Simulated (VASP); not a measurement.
# Au in VASP: further runs

Au is run at these levels: PBEsol; tasks: single point.

All numbers are computed with VASP 6.6.1; they aren't measurements. Logs are shortened: lines on timing, memory, paths and dates and some standing lists are left out, and cuts for length are marked.

## 1. The cell of the first run

It takes space group I4/mmm (No. 139, tetragonal). The conventional cell has a = 3.177 Å, b = 3.177 Å, c = 3.281 Å, α = 90.00°, β = 90.00°, γ = 90.00°. Au (site symmetry 4/mmm) has 14 Au at 2.78 to 3.28 Å within 3.7 Å.

## 2. Single point, PBEsol (biaxial strain in the a-b plane: -2.0 %)

INCAR

```
ALGO     = Fast           # electronic algorithm
EDIFF    = 1E-6           # SCF threshold, eV
ENCUT    = 520            # plane-wave cutoff, eV
GGA      = PS             # functional
ISIF     = 2              # what is computed and relaxed
ISMEAR   = 0              # smearing method
LASPH    = True           # aspherical terms in the spheres
LCHARG   = False          # write CHGCAR
LREAL    = False          # projectors in reciprocal space
LWAVE    = False          # write WAVECAR
NBANDS   = 18             # bands
NELM     = 60             # most SCF steps
PREC     = Accurate       # precision mode
SIGMA    = 0.1            # smearing width, eV
```

KPOINTS

```
k-points
0
Gamma
  16 16 16
```

POSCAR

```
Au
1.0
    3.1773038526      0.0000000000      0.0000000000
    0.0000000000      3.1773038526      0.0000000000
    0.0000000000      0.0000000000      3.2810525498
Au
2
Direct
    0.0000000000      0.0000000000      0.0000000000
    0.5000000000      0.5000000000      0.5000000000
```

Potentials or basis: VASP PAW PBE potentials, release 64 (Au).

The run is started by

```bash
$ cat potpaw_PBE.64/Au/POTCAR > POTCAR
$ mpirun -np 1 vasp_std > vasp.out
```

OUTCAR:

```text
EDIFF = 1E-6
   ENCUT = 520
   GGA = PS
   ISIF = 2
   ISMEAR = 0
   LASPH = True
   LREAL = False
   NELM = 60
   PREC = Accurate

 ion  position               nearest neighbor table
   1  0.000  0.000  0.000-   2 2.78   2 2.78   2 2.78   2 2.78   2 2.78   2 2.78   2 2.78   2 2.78

   2  0.500  0.500  0.500-   1 2.78   1 2.78   1 2.78   1 2.78   1 2.78   1 2.78   1 2.78   1 2.78

  LATTYP: Found a simple tetragonal cell.
 ALAT       =     3.1773038526
 C/A-ratio  =     1.0326530612

  Lattice vectors:

 A1 = (   3.1773038526,   0.0000000000,   0.0000000000)
 A2 = (   0.0000000000,   3.1773038526,   0.0000000000)
 A3 = (   0.0000000000,   0.0000000000,   3.2810525498)

Analysis of symmetry for initial positions (statically):
=====================================================================
 Subroutine PRICEL returns following result:

  LATTYP: Found a body centered tetragonal cell.
 ALAT       =     3.1773038526
 C/A-ratio  =     1.0326530612

  Lattice vectors:

 A1 = (  -1.5886519263,  -1.5886519263,  -1.6405262749)
 A2 = (   1.5886519263,   1.5886519263,  -1.6405262749)
 A3 = (   1.5886519263,  -1.5886519263,   1.6405262749)

   2 primitive cells build up your supercell.

 Routine SETGRP: Setting up the symmetry group for a
 simple tetragonal supercell.

 Subroutine GETGRP returns: Found 16 space group operations
 (whereof 16 operations were pure point group operations)
 out of a pool of 16 trial point group operations.

The static configuration has the point symmetry D_4h.

Analysis of symmetry for dynamics (positions and initial velocities):
=====================================================================
 Subroutine PRICEL returns following result:

  LATTYP: Found a body centered tetragonal cell.
 ALAT       =     3.1773038526
 C/A-ratio  =     1.0326530612

  Lattice vectors:

 A1 = (  -1.5886519263,  -1.5886519263,  -1.6405262749)
 A2 = (   1.5886519263,   1.5886519263,  -1.6405262749)
 A3 = (   1.5886519263,  -1.5886519263,   1.6405262749)

   2 primitive cells build up your supercell.

 Routine SETGRP: Setting up the symmetry group for a
 simple tetragonal supercell.

 Subroutine GETGRP returns: Found 16 space group operations
 (whereof 16 operations were pure point group operations)
 out of a pool of 16 trial point group operations.

The dynamic configuration has the point symmetry D_4h.

 Subroutine INISYM returns: Found 16 space group operations
 (whereof 16 operations are pure point group operations),
 and found     2 'primitive' translations

----------------------------------------------------------------------------------------

                                     Primitive cell

  volume of cell :      16.5615

  direct lattice vectors                    reciprocal lattice vectors
    -1.588651926 -1.588651926 -1.640526275    -0.000000000 -0.314732253 -0.304780245
     1.588651926  1.588651926 -1.640526275     0.314732253  0.000000000 -0.304780245
     1.588651926 -1.588651926  1.640526275     0.314732253 -0.314732253  0.000000000

  length of vectors
     2.781897975  2.781897975  2.781897975     0.438118008  0.438118008  0.445098621

  position of ions in fractional coordinates (direct lattice)
     0.000000000  0.000000000  0.000000000

  ion indices of the primitive-cell ions
   primitive index   ion index
                 1           1

----------------------------------------------------------------------------------------

 KPOINTS: k-points

Automatic generation of k-mesh.
 Grid dimensions read from file:
 generate k-points for:   16   16   16

 Generating k-lattice:

  Cartesian coordinates                     Fractional coordinates (reciprocal lattice)
     0.019670766  0.000000000  0.000000000     0.062500000  0.000000000  0.000000000
     0.000000000  0.019670766  0.000000000     0.000000000  0.062500000  0.000000000
     0.000000000  0.000000000  0.019048765     0.000000000  0.000000000  0.062500000

  Length of vectors
     0.019670766  0.019670766  0.019048765

  Shift w.r.t. Gamma in fractional coordinates (k-lattice)
     0.000000000  0.000000000  0.000000000

 Subroutine IBZKPT returns following result:
 ===========================================

 Found    405 irreducible k-points:

 Following reciprocal coordinates:
            Coordinates               Weight
  0.000000  0.000000  0.000000      1.000000
  0.062500  0.000000  0.000000      4.000000
  0.125000  0.000000  0.000000      4.000000
  0.187500  0.000000  0.000000      4.000000
  0.250000  0.000000  0.000000      4.000000
  0.312500  0.000000  0.000000      4.000000
[... 16 lines left out ...]
  0.437500  0.125000  0.000000      8.000000
  0.500000  0.125000  0.000000      4.000000
 [... further k-points ...]
   k-points           NKPTS =    405   k-points in BZ     NKDIM =    405   number of bands    NBANDS=     18
   number of dos      NEDOS =    301   number of ions     NIONS =      2
   total plane-waves  NPLWV =  13824
   dimension x,y,z NGX =    24 NGY =   24 NGZ =   24
   dimension x,y,z NGXF=    48 NGYF=   48 NGZF=   48
   ions per type =               2
   NGX,Y,Z   is equivalent  to a cutoff of  12.56, 12.56, 12.16 a.u.
   NGXF,Y,Z  is equivalent  to a cutoff of  25.12, 25.12, 24.32 a.u.
 SYSTEM =  unknown system
   PREC   = accura    normal or accurate (medium, high low for compatibility)
   ISTART =      0    job   : 0-new  1-cont  2-samecut
   ICHARG =      2    charge: 1-file 2-atom 10-const
   ISPIN  =      1    spin polarized calculation?
   LNONCOLLINEAR =      F non collinear calculations
   LSORBIT =      F    spin-orbit coupling
   LASPH  =      T    aspherical Exc in radial PAW
   ENCUT  =  520.0 eV  38.22 Ry    6.18 a.u.   5.91  5.91  6.10*2*pi/ulx,y,z
   NELM   =     60;   NELMIN=  2; NELMDL= -5     # of ELM steps
   EDIFF  = 0.1E-05   stopping-criterion for ELM
   LREAL  =      F    real-space projection
   EDIFFG = 0.1E-04   stopping-criterion for IOM
   NSW    =      0    number of steps for IOM
   IBRION =     -1    ionic relax: 0-MD 1-quasi-New 2-CG
   NFREE  =      0    steps in history (QN), initial steepest desc. (CG)
   ISIF   =      2    stress and relaxation
   ISYM   =      2    0-nonsym 1-usesym 2-fastsym
   POTIM  = 0.5000    time-step for ionic-motion
   TEBEG  =    0.0;   TEEND  =   0.0 temperature during run
   PSTRESS=    0.0 pullay stress
   NELECT =      22.0000    total number of electrons
   NUPDOWN=      -1.0000    fix difference up-down
   EMIN   =  10.00;   EMAX   =-10.00  energy-range for DOS
   EFERMI =   0.00;   METHOD = LEGACY
   ISMEAR =     0;   SIGMA  =   0.10  broadening in eV -4-tet -1-fermi 0-gaus
   EFERMI_NEDOS =   21; number of points for ismear=-14 and -15
   IALGO  =     68    algorithm
   IMIX   =      4    mixing-type and parameters
     AMIX     =   0.40;   BMIX     =  1.00
     AMIX_MAG =   1.60;   BMIX_MAG =  1.00
  volume/ion in A,a.u.               =      16.56       111.76
  Fermi-wavevector in a.u.,A,eV,Ry     =   1.428364  2.699216 27.758920  2.040223
  Thomas-Fermi vector in A             =   2.548434
   LORBIT       =      0    0 simple, 1 ext, 2 COOP (PROOUT), +10 PAW based schemes
   GGA     = PS    functional components
   LHFCALC =     F    Hartree Fock is set to
   AEXX    =    0.0000 exact exchange contribution
   IVDW    =     0    specifies the selected vdW correction
   LEPSILON=     F    determine dielectric tensor
   LRPA    =     F    only Hartree local field effects (RPA)
 non-spin polarized calculation
 RMM-DIIS sequential band-by-band and
 Gauss-broadening in eV      SIGMA  =   0.10
  energy-cutoff  :      520.00
  volume of cell :       33.12
 maximum number of plane-waves:       928
 NGX is ok and might be reduce to    24
   NGX = 11   NGY = 11   NGZ = 13

 number of electron      22.0000003 magnetization

 Free energy of the ion-electron system (eV)
  ---------------------------------------------------
  ext. energy  EPLUGINS =         0.00000000
  ---------------------------------------------------
  free energy    TOTEN  =        -7.79084334 eV

  energy without entropy =       -7.78855455  energy(sigma->0) =       -7.78969895

 E-fermi :   9.7260     XC(G=0): -13.0564

 val. band max:        9.7130684167   @ k =   0.3750   0.0000   0.4375
 cond. band min:       9.7422316063   @ k =   0.5000   0.1875   0.2500
 fundamental gap:      0.0291631896
 Fermi energy:         9.7259669197

 k-point     1 :       0.0000    0.0000    0.0000
  band No.  band energies     occupation
      1      -0.4540      2.00000
      2       2.6489      2.00000
      3       2.6702      2.00000
      4       4.6766      2.00000
      5       4.6766      2.00000
      6       4.8949      2.00000
[... 10 lines left out ...]
     17      25.8924      0.00000
     18      26.4558      0.00000

 k-point     2 :       0.0625    0.0000    0.0000
  band No.  band energies     occupation
      1      -0.3778      2.00000
      2       2.6855      2.00000
      3       2.7152      2.00000
      4       4.6769      2.00000
      5       4.7040      2.00000
      6       4.8944      2.00000
[... 10 lines left out ...]
     17      25.9936      0.00000
     18      26.3927      0.00000

 k-point     3 :       0.1250    0.0000    0.0000
  band No.  band energies     occupation
      1      -0.1518      2.00000
      2       2.7873      2.00000
      3       2.8514      2.00000
      4       4.6803      2.00000
      5       4.7858      2.00000
      6       4.8955      2.00000
[... 10 lines left out ...]
     17      26.2082      0.00000
     18      26.2798      0.00000

 k-point     4 :       0.1875    0.0000    0.0000
  band No.  band energies     occupation
      1       0.2162      2.00000
      2       2.9512      2.00000
      3       3.0590      2.00000
      4       4.6938      2.00000
      5       4.9050      2.00000
      6       4.9200      2.00000
[... 375 lines left out ...]
      4       4.4274      2.00000
      5       4.8777      2.00000
      6       5.3012      2.00000
[... 10 lines left out ...]
     17      24.6161      0.00000
     18      26.1323      0.00000

 k-point    23 :       0.4375    0.1250    0.0000
  band No.  band energies     occupation
      1       2.6487      2.00000
      2       3.4394      2.00000
      3       4.2257      2.00000
      4       4.5485      2.00000
      5       4.7516      2.00000
      6       4.9853      2.00000
[... 10 lines left out ...]
     17      24.1917      0.00000
     18      24.8313      0.00000

 k-point    24 :       0.5000    0.1250    0.0000
  band No.  band energies     occupation
      1       3.1211      2.00000
      2       3.1211      2.00000
      3       4.5112      2.00000
      4       4.5112      2.00000
      5       4.7339      2.00000
      6       4.7339      2.00000
[... 10 lines left out ...]
     17      23.7839      0.00000
     18      23.7839      0.00000

 [... further k-points ...]

------------------------ aborting loop because EDIFF is reached ----------------------------------------

  FORCE on cell =-STRESS in cart. coord.  units (eV):
  Direction    XX          YY          ZZ          XY          YZ          ZX
  --------------------------------------------------------------------------------------
  -------------------------------------------------------------------------------------
  Total        1.1100024      1.1100024      1.1077961      0.0000000     -0.0000000      0.0000000
  in kB       53.6912881     53.6912881     53.5845655      0.0000000     -0.0000000      0.0000000
  external PRESSURE =      53.6557139 kB  Pullay stress =       0.0000000 kB

 VOLUME and BASIS-vectors are now :
 -----------------------------------------------------------------------------
  energy-cutoff  :      520.00
  volume of cell :       33.12
      direct lattice vectors                 reciprocal lattice vectors
     3.177303853  0.000000000  0.000000000     0.314732253  0.000000000  0.000000000
     0.000000000  3.177303853  0.000000000     0.000000000  0.314732253  0.000000000
     0.000000000  0.000000000  3.281052550     0.000000000  0.000000000  0.304780245

 POSITION                                       TOTAL-FORCE (eV/Angst)
 -----------------------------------------------------------------------------------
      0.00000      0.00000      0.00000        -0.000000      0.000000      0.000000
      1.58865      1.58865      1.64053         0.000000     -0.000000     -0.000000
 -----------------------------------------------------------------------------------
    total drift:                                0.000000      0.000000     -0.000000

  FREE ENERGIE OF THE ION-ELECTRON SYSTEM (eV)
  ---------------------------------------------------
  free  energy   TOTEN  =        -7.7908433442 eV

  energy  without entropy=       -7.7885545513  energy(sigma->0) =       -7.78969895
```

Run time: 2.5 min. Hardware: 1 thread of Intel Xeon Platinum 8259CL at 2.50GHz (Skylake/Cascade Lake), shared host; peak memory 0.3 GiB.

Results:

```yaml
Free_energy: -7.7908 eV
Pressure: 5.4 GPa
Band_gap_on_the_k_mesh: zero (bands 11 and 12 overlap by 5.53 eV)
```

Levels at points of the mesh, in eV from the Fermi level:
```
           k point  band 8  band 9  band 10  band 11  band 12  band 13  band 14  band 15
(0.00, 0.00, 0.00)   -2.82   -1.76    -1.68    -1.68     5.70     6.64     6.64    10.05
(0.50, 0.00, 0.00)   -4.28   -3.51    -3.51    -1.80    -1.80    12.69    12.69    13.72
(0.50, 0.50, 0.00)   -2.63   -1.27    -1.27    -0.65    -0.65     3.96     3.96    12.12
(0.00, 0.00, 0.50)   -4.24   -3.43    -3.43    -2.21    -2.21    13.19    13.19    14.19
(0.50, 0.00, 0.50)   -2.71   -1.32    -1.32    -0.85    -0.85     3.69     3.69    12.55
(0.50, 0.50, 0.50)   -2.74   -2.59    -2.59     3.00     3.00     7.26     7.26     7.26
```

Caveat: the cell differs from its parent crystal (biaxial strain in the a-b plane: -2.0 %); the cell stands under pressure; the PAW data sets were made with another functional, which shifts forces and pressure a little; spin-orbit coupling is left out, which moves the levels of the heavy elements.

[end of part 1 of 2]
